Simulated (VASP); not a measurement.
# K (Pm-3m) in VASP: notebook

The runs below take K through single point, with r2SCAN.

Everything below comes from runs of VASP 6.6.1. Logs are shortened: lines on timing, memory, paths and dates and some standing lists are left out, and cuts for length are marked.

## Step 1: The cell of the first run

It takes space group Pm-3m (No. 221, cubic). Conventional cell: a = 4.386 Å, b = 4.386 Å, c = 4.386 Å, α = 90.00°, β = 90.00°, γ = 90.00°. K (site symmetry m-3m) has 6 K at 4.39 Å within 5.8 Å.

This isn't the form of K at room conditions, which is bcc.

## Step 2: Single point, r2SCAN (84.36 Å³/atom)

Input file POSCAR:

```
K
1.0
    4.3857493496      0.0000000000      0.0000000000
    0.0000000000      4.3857493496      0.0000000000
    0.0000000000      0.0000000000      4.3857493496
K
1
Direct
    0.0000000000      0.0000000000      0.0000000000
```

Input file INCAR.step1:

```
SYSTEM = K
PREC     = Accurate       ! precision mode
ENCUT    = 520            ! plane-wave cutoff, eV
ISMEAR   = 0              ! smearing method
SIGMA    = 0.15           ! smearing width, eV
LREAL    = .FALSE.        ! projectors in reciprocal space
LASPH    = .TRUE.         ! aspherical terms in the spheres
NELM     = 100            ! most SCF steps
NBANDS   = 10             ! bands
GGA      = PE             ! functional
ALGO     = Normal         ! electronic algorithm
EDIFF    = 1E-4           ! SCF threshold, eV
LWAVE    = .TRUE.         ! write WAVECAR
LCHARG   = .FALSE.        ! write CHGCAR
```

Input file INCAR.step2:

```
SYSTEM = K
PREC     = Accurate       ! precision mode
ENCUT    = 520            ! plane-wave cutoff, eV
EDIFF    = 1E-7           ! SCF threshold, eV
ISMEAR   = 0              ! smearing method
SIGMA    = 0.15           ! smearing width, eV
LREAL    = .FALSE.        ! projectors in reciprocal space
LASPH    = .TRUE.         ! aspherical terms in the spheres
NELM     = 100            ! most SCF steps
ALGO     = Normal         ! electronic algorithm
ISIF     = 2              ! what is computed and relaxed
LWAVE    = .FALSE.        ! write WAVECAR
LCHARG   = .FALSE.        ! write CHGCAR
METAGGA  = R2SCAN         ! meta-GGA
LMIXTAU  = .TRUE.       
NBANDS   = 10             ! bands
ISTART   = 1
```

Input file KPOINTS:

```
regular mesh
0
G
  12 12 12
  0 0 0
```

Potentials or basis: VASP PAW PBE potentials, release 64 (K_sv).

Launch:

```sh
> cat potpaw_PBE.64/K_sv/POTCAR > POTCAR
> cp INCAR.step1 INCAR
> mpirun -np 1 vasp_std > vasp.out
> cp INCAR.step2 INCAR
> mpirun -np 1 vasp_std > vasp.out
```

OUTCAR:

```text
SYSTEM = K
   PREC = Accurate
   ENCUT = 520
   EDIFF = 1E-7
   ISMEAR = 0
   LREAL = .FALSE.
   LASPH = .TRUE.
   NELM = 100
   ISIF = 2
   METAGGA = R2SCAN
   ISTART = 1

 ion  position               nearest neighbor table
   1  0.000  0.000  0.000-

  LATTYP: Found a simple cubic cell.
 ALAT       =     4.3857493496

  Lattice vectors:

 A1 = (   4.3857493496,   0.0000000000,   0.0000000000)
 A2 = (   0.0000000000,   4.3857493496,   0.0000000000)
 A3 = (   0.0000000000,   0.0000000000,   4.3857493496)

Analysis of symmetry for initial positions (statically):
=====================================================================
 Subroutine PRICEL returns:
 Original cell was already a primitive cell.

 Routine SETGRP: Setting up the symmetry group for a
 simple cubic supercell.

 Subroutine GETGRP returns: Found 48 space group operations
 (whereof 48 operations were pure point group operations)
 out of a pool of 48 trial point group operations.

The static configuration has the point symmetry O_h .

Analysis of symmetry for dynamics (positions and initial velocities):
=====================================================================
 Subroutine PRICEL returns:
 Original cell was already a primitive cell.

 Routine SETGRP: Setting up the symmetry group for a
 simple cubic supercell.

 Subroutine GETGRP returns: Found 48 space group operations
 (whereof 48 operations were pure point group operations)
 out of a pool of 48 trial point group operations.

The dynamic configuration has the point symmetry O_h .

 Subroutine INISYM returns: Found 48 space group operations
 (whereof 48 operations are pure point group operations),
 and found     1 'primitive' translations

----------------------------------------------------------------------------------------

                                     Primitive cell

  volume of cell :      84.3590

  direct lattice vectors                    reciprocal lattice vectors
     4.385749350  0.000000000  0.000000000     0.228011206  0.000000000  0.000000000
     0.000000000  4.385749350  0.000000000     0.000000000  0.228011206  0.000000000
     0.000000000  0.000000000  4.385749350     0.000000000  0.000000000  0.228011206

  length of vectors
     4.385749350  4.385749350  4.385749350     0.228011206  0.228011206  0.228011206

[... 81 lines left out ...]
   NSW    =      0    number of steps for IOM
   IBRION =     -1    ionic relax: 0-MD 1-quasi-New 2-CG
   NFREE  =      0    steps in history (QN), initial steepest desc. (CG)
   ISIF   =      2    stress and relaxation
   ISYM   =      2    0-nonsym 1-usesym 2-fastsym
   POTIM  = 0.5000    time-step for ionic-motion
   TEBEG  =    0.0;   TEEND  =   0.0 temperature during run
   PSTRESS=    0.0 pullay stress
   NELECT =       9.0000    total number of electrons
   NUPDOWN=      -1.0000    fix difference up-down
   EMIN   =  10.00;   EMAX   =-10.00  energy-range for DOS
   EFERMI =   0.00;   METHOD = LEGACY
   ISMEAR =     0;   SIGMA  =   0.15  broadening in eV -4-tet -1-fermi 0-gaus
   EFERMI_NEDOS =   21; number of points for ismear=-14 and -15
   IALGO  =     38    algorithm
   IMIX   =      4    mixing-type and parameters
     AMIX     =   0.40;   BMIX     =  1.00
     AMIX_MAG =   1.60;   BMIX_MAG =  1.00
  volume/ion in A,a.u.               =      84.36       569.28
  Fermi-wavevector in a.u.,A,eV,Ry     =   0.776447  1.467272  8.202545  0.602870
  Thomas-Fermi vector in A             =   1.878927
   LORBIT       =      0    0 simple, 1 ext, 2 COOP (PROOUT), +10 PAW based schemes
   METAGGA = R2SCAN    functional components
   LHFCALC =     F    Hartree Fock is set to
   AEXX    =    0.0000 exact exchange contribution
   IVDW    =     0    specifies the selected vdW correction
   LEPSILON=     F    determine dielectric tensor
   LRPA    =     F    only Hartree local field effects (RPA)
 non-spin polarized calculation
 Gauss-broadening in eV      SIGMA  =   0.15
  energy-cutoff  :      520.00
  volume of cell :       84.36
 maximum number of plane-waves:      2301
 NGX is ok and might be reduce to    36
   NGX = 17   NGY = 17   NGZ = 17

 number of electron       9.0000001 magnetization

 Free energy of the ion-electron system (eV)
  ---------------------------------------------------
  ext. energy  EPLUGINS =         0.00000000
  ---------------------------------------------------
  free energy    TOTEN  =        -5.90520605 eV

  energy without entropy =       -5.89614613  energy(sigma->0) =       -5.90067609

 E-fermi :  -0.3043     XC(G=0):  -5.5613

 val. band max:       -0.3569402830   @ k =   0.4167   0.2500   0.0000
 cond. band min:      -0.3021976357   @ k =   0.4167   0.2500   0.0833
 fundamental gap:      0.0547426473
 Fermi energy:        -0.3042869390

 k-point     1 :       0.0000    0.0000    0.0000
  band No.  band energies     occupation
      1     -34.2571      2.00000
      2     -16.9253      2.00000
      3     -16.9253      2.00000
      4     -16.9253      2.00000
      5      -2.4286      2.00000
      6       2.8878      0.00000
      7       2.8878      0.00000
      8       6.2334      0.00000
      9       6.2334      0.00000
     10       6.2334      0.00000
[... 287 lines left out ...]
 k-point    24 :       0.4167    0.3333    0.0000
  band No.  band energies     occupation
      1     -34.2517      2.00000
      2     -16.9829      2.00000
      3     -16.9693      2.00000
      4     -16.9154      2.00000
      5       0.0069      0.00335
      6       1.3105      0.00000
      7       2.3926      0.00000
      8       3.3889      0.00000
      9       5.0715      0.00000
     10       5.3658      0.00000

 [... further k-points ...]

------------------------ aborting loop because EDIFF is reached ----------------------------------------

  FORCE on cell =-STRESS in cart. coord.  units (eV):
  Direction    XX          YY          ZZ          XY          YZ          ZX
  --------------------------------------------------------------------------------------
  -------------------------------------------------------------------------------------
  Total       -0.0852881     -0.0852881     -0.0852881     -0.0000000     -0.0000000      0.0000000
  in kB       -1.6198229     -1.6198229     -1.6198229     -0.0000000     -0.0000000      0.0000000
  external PRESSURE =      -1.6198229 kB  Pullay stress =       0.0000000 kB

 VOLUME and BASIS-vectors are now :
 -----------------------------------------------------------------------------
  energy-cutoff  :      520.00
  volume of cell :       84.36
      direct lattice vectors                 reciprocal lattice vectors
     4.385749350  0.000000000  0.000000000     0.228011206  0.000000000  0.000000000
     0.000000000  4.385749350  0.000000000     0.000000000  0.228011206  0.000000000
     0.000000000  0.000000000  4.385749350     0.000000000  0.000000000  0.228011206

 POSITION                                       TOTAL-FORCE (eV/Angst)
 -----------------------------------------------------------------------------------
      0.00000      0.00000      0.00000         0.000000      0.000000      0.000000
 -----------------------------------------------------------------------------------
    total drift:                                0.000000      0.000000     -0.000000

  FREE ENERGIE OF THE ION-ELECTRON SYSTEM (eV)
  ---------------------------------------------------
  free  energy   TOTEN  =        -5.9052060469 eV

  energy  without entropy=       -5.8961461348  energy(sigma->0) =       -5.90067609
```

Run time: 4.8 min. Hardware: 1 thread of Intel Xeon Platinum 8259CL at 2.50GHz (Skylake/Cascade Lake), shared host; peak memory 0.25 GiB.

What came out:

```
Free energy            : -5.9052 eV
Pressure               : -0.2 GPa
Band gap on the k mesh : zero (an odd number of electrons rules out a gap without spin polarisation)
```

Levels at points of the mesh, in eV from the Fermi level:
| k point | band 1 | band 2 | band 3 | band 4 | band 5 | band 6 | band 7 | band 8 |
| --- | --- | --- | --- | --- | --- | --- | --- | --- |
| (0.00, 0.00, 0.00) | -33.95 | -16.62 | -16.62 | -16.62 | -2.12 | 3.19 | 3.19 | 6.54 |
| (0.50, 0.00, 0.00) | -33.95 | -16.69 | -16.62 | -16.62 | 0.06 | 0.09 | 3.86 | 5.01 |
| (0.50, 0.50, 0.00) | -33.95 | -16.68 | -16.68 | -16.61 | 1.19 | 2.19 | 2.19 | 2.41 |
| (0.50, 0.50, 0.50) | -33.94 | -16.67 | -16.67 | -16.67 | 2.46 | 2.46 | 2.46 | 4.41 |

Caveat: the PAW data sets were made with another functional, which shifts forces and pressure a little.

## Step 3: Single point, r2SCAN (88.63 Å³/atom)

This run uses another cell than the first one, of 88.63 Å³/atom.

Input file POSCAR:

```
K
1.0
    4.4585494019      0.0000000000      0.0000000000
    0.0000000000      4.4585494019      0.0000000000
    0.0000000000      0.0000000000      4.4585494019
K
1
Direct
    0.0000000000      0.0000000000      0.0000000000
```

Input file INCAR.step1:

```
SYSTEM = K
PREC = Accurate ; ENCUT = 520
ISMEAR = 0 ; SIGMA = 0.15
LREAL = .False. ; LASPH = .True.
NELM = 100 ; NBANDS = 10
GGA = PE ; ALGO = Normal
EDIFF = 1E-4 ; LWAVE = .True.
LCHARG = .False.
```

Input file INCAR.step2:

```
SYSTEM = K
PREC = Accurate ; ENCUT = 520
EDIFF = 1E-6 ; ISMEAR = 0
SIGMA = 0.15 ; LREAL = .False.
LASPH = .True. ; NELM = 100
ALGO = Normal ; ISIF = 2
LWAVE = .False. ; LCHARG = .False.
METAGGA = R2SCAN ; LMIXTAU = .True.
NBANDS = 10 ; ISTART = 1
```

Input file KPOINTS:

```
Automatic mesh
0
Gamma
  12 12 12
  0 0 0
```

Potentials or basis: VASP PAW PBE potentials, release 64 (K_sv).

Launch:

```sh
> cat potpaw_PBE.64/K_sv/POTCAR > POTCAR
> cp INCAR.step1 INCAR
> mpirun -np 1 vasp_std > vasp.out
> cp INCAR.step2 INCAR
> mpirun -np 1 vasp_std > vasp.out
```

Run time: 3.5 min. Hardware: 1 thread of Intel Xeon Platinum 8259CL at 2.50GHz (Skylake/Cascade Lake), shared host; peak memory 0.25 GiB.

It converged, with:

| Property | Result |
| --- | --- |
| Free energy | -5.9002 eV |
| Pressure | -0.3 GPa |
| Band gap on the k mesh | zero (an odd number of electrons rules out a gap without spin polarisation) |

Levels at points of the mesh, in eV from the Fermi level:
```
           k point  band 1  band 2  band 3  band 4  band 5  band 6  band 7  band 8
(0.00, 0.00, 0.00)  -33.98  -16.65  -16.65  -16.65   -2.07    3.18    3.18    6.44
(0.50, 0.00, 0.00)  -33.98  -16.71  -16.64  -16.64    0.06    0.08    3.83    4.96
(0.50, 0.50, 0.00)  -33.97  -16.70  -16.70  -16.64    1.23    2.11    2.11    2.32
(0.50, 0.50, 0.50)  -33.97  -16.69  -16.69  -16.69    2.47    2.47    2.47    4.33
```

Caveat: the PAW data sets were made with another functional, which shifts forces and pressure a little.

## Step 4: Single point, r2SCAN (92.90 Å³/atom)

This run uses another cell than the first one, of 92.90 Å³/atom.

Input file POSCAR:

```
K
1.0
    4.5290466736      0.0000000000      0.0000000000
    0.0000000000      4.5290466736      0.0000000000
    0.0000000000      0.0000000000      4.5290466736
K
1
Direct
    0.0000000000      0.0000000000      0.0000000000
```

Input file INCAR.step1:

```
PREC = Accurate
ENCUT = 520
ISMEAR = 0
SIGMA = 0.15
LREAL = F
LASPH = T
NELM = 80
NBANDS = 10
GGA = PE
ALGO = Normal
EDIFF = 1E-4
LWAVE = T
LCHARG = F
```

Input file INCAR.step2:

```
PREC = Accurate
ENCUT = 520
EDIFF = 1E-6
ISMEAR = 0
SIGMA = 0.15
LREAL = F
LASPH = T
NELM = 80
ALGO = Normal
ISIF = 2
LWAVE = F
LCHARG = F
METAGGA = R2SCAN
LMIXTAU = T
NBANDS = 10
ISTART = 1
```

Input file KPOINTS:

```
Automatic mesh
0
Gamma
  12 12 12
```

Potentials or basis: VASP PAW PBE potentials, release 64 (K_sv).

Launch:

```sh
> cat potpaw_PBE.64/K_sv/POTCAR > POTCAR
> cp INCAR.step1 INCAR
> mpirun -np 1 vasp_std > vasp.out
> cp INCAR.step2 INCAR
> mpirun -np 1 vasp_std > vasp.out
```

OUTCAR:

```text
PREC = Accurate
   ENCUT = 520
   EDIFF = 1E-6
   ISMEAR = 0
   LREAL = F
   LASPH = T
   NELM = 80
   ISIF = 2
   METAGGA = R2SCAN
   ISTART = 1

 ion  position               nearest neighbor table
   1  0.000  0.000  0.000-

  LATTYP: Found a simple cubic cell.
 ALAT       =     4.5290466736

  Lattice vectors:

 A1 = (   4.5290466736,   0.0000000000,   0.0000000000)
 A2 = (   0.0000000000,   4.5290466736,   0.0000000000)
 A3 = (   0.0000000000,   0.0000000000,   4.5290466736)

Analysis of symmetry for initial positions (statically):
=====================================================================
 Subroutine PRICEL returns:
 Original cell was already a primitive cell.

 Routine SETGRP: Setting up the symmetry group for a
 simple cubic supercell.

 Subroutine GETGRP returns: Found 48 space group operations
 (whereof 48 operations were pure point group operations)
 out of a pool of 48 trial point group operations.

[... 164 lines left out ...]
 cond. band min:      -0.4762968469   @ k =   0.4167   0.2500   0.0833
 fundamental gap:      0.0529542398
 Fermi energy:        -0.4785222658

 k-point     1 :       0.0000    0.0000    0.0000
  band No.  band energies     occupation
      1     -34.4856      2.00000
      2     -17.1590      2.00000
      3     -17.1590      2.00000
      4     -17.1590      2.00000
      5      -2.4892      2.00000
      6       2.6815      0.00000
      7       2.6815      0.00000
      8       5.7857      0.00000
      9       5.7857      0.00000
     10       5.7857      0.00000
[... 287 lines left out ...]
 k-point    24 :       0.4167    0.3333    0.0000
  band No.  band energies     occupation
      1     -34.4822      2.00000
      2     -17.2010      2.00000
      3     -17.1911      2.00000
      4     -17.1519      2.00000
      5      -0.1720      0.00386
      6       1.0585      0.00000
      7       2.1039      0.00000
      8       3.0701      0.00000
      9       4.7642      0.00000
     10       5.0430      0.00000

 [... further k-points ...]

------------------------ aborting loop because EDIFF is reached ----------------------------------------

  FORCE on cell =-STRESS in cart. coord.  units (eV):
  Direction    XX          YY          ZZ          XY          YZ          ZX
  --------------------------------------------------------------------------------------
  -------------------------------------------------------------------------------------
  Total       -0.1962096     -0.1962096     -0.1962096      0.0000000     -0.0000000      0.0000000
  in kB       -3.3838453     -3.3838453     -3.3838453      0.0000000     -0.0000000      0.0000000
  external PRESSURE =      -3.3838453 kB  Pullay stress =       0.0000000 kB

 VOLUME and BASIS-vectors are now :
 -----------------------------------------------------------------------------
  energy-cutoff  :      520.00
  volume of cell :       92.90
      direct lattice vectors                 reciprocal lattice vectors
     4.529046674  0.000000000  0.000000000     0.220797018  0.000000000  0.000000000
     0.000000000  4.529046674  0.000000000     0.000000000  0.220797018  0.000000000
     0.000000000  0.000000000  4.529046674     0.000000000  0.000000000  0.220797018

 POSITION                                       TOTAL-FORCE (eV/Angst)
 -----------------------------------------------------------------------------------
      0.00000      0.00000      0.00000         0.000000      0.000000      0.000000
 -----------------------------------------------------------------------------------
    total drift:                                0.000000      0.000000     -0.000000

  FREE ENERGIE OF THE ION-ELECTRON SYSTEM (eV)
  ---------------------------------------------------
  free  energy   TOTEN  =        -5.8927847729 eV

  energy  without entropy=       -5.8833924166  energy(sigma->0) =       -5.88808859
```

OSZICAR.step1:

```text
N       E                     dE             d eps       ncg     rms          rms(c)
DAV:   1     0.460233604873E+02    0.46023E+02   -0.34312E+03  1680   0.660E+02
DAV:   2     0.866523891248E+00   -0.45157E+02   -0.44636E+02  1798   0.187E+02
DAV:   3    -0.851981629848E+00   -0.17185E+01   -0.17113E+01  2618   0.291E+01
DAV:   4    -0.930756687943E+00   -0.78775E-01   -0.78695E-01  2404   0.477E+00
DAV:   5    -0.931997135601E+00   -0.12404E-02   -0.12399E-02  2574   0.504E-01    0.141E+00
DAV:   6    -0.931792407203E+00    0.20473E-03   -0.12404E-03  2622   0.216E-01    0.877E-01
DAV:   7    -0.931626441876E+00    0.16597E-03   -0.26472E-03  2610   0.316E-01    0.642E-02
DAV:   8    -0.931683367906E+00   -0.56926E-04   -0.13857E-04  1956   0.129E-01
   1 F= -.93168337E+00 E0= -.92661829E+00  d E =-.101302E-01
```

It took 3.5 min on 1 thread of Intel Xeon Platinum 8259CL at 2.50GHz (Skylake/Cascade Lake), shared host; peak memory 0.25 GiB.

Results:

```yaml
Free_energy: -5.8928 eV
Pressure: -0.3 GPa
Band_gap_on_the_k_mesh: zero (an odd number of electrons rules out a gap without spin polarisation)
```

Caveat: the PAW data sets were made with another functional, which shifts forces and pressure a little.

## Step 5: Summary

| cell | gap on the mesh (eV) | pressure (GPa) |
| --- | --- | --- |
| a = 4.386 Å, 1 atom | none | -0.2 |
| a = 4.459 Å, 1 atom | none | -0.3 |
| a = 4.529 Å, 1 atom | none | -0.3 |

Alike in all rows: task single point; level r2SCAN; potentials or basis VASP PAW PBE potentials, release 64 (K_sv); no spin polarisation; k mesh 12 × 12 × 12; cutoff (eV) 520; smearing gaussian 0.15 eV.

Caveats: the PAW data sets were made with another functional, which shifts forces and pressure a little.

Total energies depend on the potentials used, so only differences within one code and one set of settings carry meaning.

The gap in the log of VASP goes by the Fermi energy; the results here count the filled bands.